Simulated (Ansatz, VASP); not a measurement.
## Two plane-wave programs on PtSeS4

The input INCAR:

```
PREC     = Accurate       # precision mode
ENCUT    = 600            # plane-wave cutoff, eV
EDIFF    = 1E-6           # SCF threshold, eV
ISMEAR   = 0              # smearing method
SIGMA    = 0.1            # smearing width, eV
LREAL    = False          # projectors in reciprocal space
LASPH    = True           # aspherical terms in the spheres
NELM     = 100            # most SCF steps
ALGO     = Normal         # electronic algorithm
ISIF     = 3              # what is computed and relaxed
LWAVE    = False          # write WAVECAR
LCHARG   = False          # write CHGCAR
GGA      = PE             # functional
IBRION   = 2              # ionic algorithm
NSW      = 90             # ionic steps
EDIFFG   = -0.04          # ionic threshold
```

Contents of KPOINTS:

```
regular mesh
0
Gamma
  6 6 2
```

Contents of POSCAR:

```
PtSeS4
1.0
    4.1830120700      0.0000000000      0.0000000000
   -2.0915060400      3.6225947200      0.0000000000
    0.0000000000      0.0000000000     10.7141134800
Pt Se S
1 1 4
Direct
    0.0000000000      0.0000000000      0.5000000000
    0.0000000000      0.0000000000      0.0000000000
    0.6666666700      0.3333333300      0.7179964200
    0.6666666700      0.3333333300      0.2017543500
    0.3333333300      0.6666666700      0.7982456500
    0.3333333300      0.6666666700      0.2820035800
```

Input for Ansatz:

```yaml
crystal:
  lattice:
    - [4.18301207, 0.0, 0.0]
    - [-2.09150604, 3.62259472, 0.0]
    - [0.0, 0.0, 10.71411348]
  atoms:
    - { symbol: Pt, position: [0.0, 0.0, 0.5] }
    - { symbol: Se, position: [0.0, 0.0, 0.0] }
    - { symbol: S, position: [0.66666667, 0.33333333, 0.71799642] }
    - { symbol: S, position: [0.66666667, 0.33333333, 0.20175435] }
    - { symbol: S, position: [0.33333333, 0.66666667, 0.79824565] }
    - { symbol: S, position: [0.33333333, 0.66666667, 0.28200358] }
basis:
  ecutwfc: 420
kpoints:
  mp_grid: { grid: [6, 6, 2] }
hamiltonian:
  xc: pbe
scf:
  occupations: { method: gaussian, width: 0.1 }
  lower_state_search: "off"
output:
  forces: true
  stress: true
  eigenvalues: true
relax:
  adjacent_minimum: "off"
  f_tol: 0.04
  max_steps: 70
  cell: { stress_tol: 0.4 }
```

Change from the starting cell: species swapped into the SrCaSi4 type (P-3m1, No. 164).

Alike in both runs: task relaxation of cell and atoms; functional PBE; k mesh 6 × 6 × 2; occupations gaussian, width 0.1 eV; no spin polarisation.

|  | VASP | Ansatz |
| --- | --- | --- |
| version | VASP 6.6.1 | Ansatz 0.2.0 |
| potentials or method | VASP PAW PBE potentials, release 64 (Pt, Se, S), cutoff 600 eV | scalar-relativistic, plane waves, PAW |
| valence electrons in the cell | 40 | 58 |

|  | VASP | Ansatz | Ansatz less VASP |
| --- | --- | --- | --- |
| gap on the k mesh at the Fermi level, each at its own relaxed structure (eV) | 0.89 | 0.86 | -0.029 |
| relaxed volume (Å³/atom) | 22.45 | 22.58 | +0.132 |
| relaxed cell length with the largest relative difference (Å) | 12.122 | 12.163 | +0.0402 |

VASP's potentials hold 40 valence electrons a cell and Ansatz's 58, so a difference there can come from the potentials and not from the codes.

Spin-orbit coupling is off throughout. Noted on VASP's run: the volume moved by over 15 % at a fixed basis, so the end points are rough.
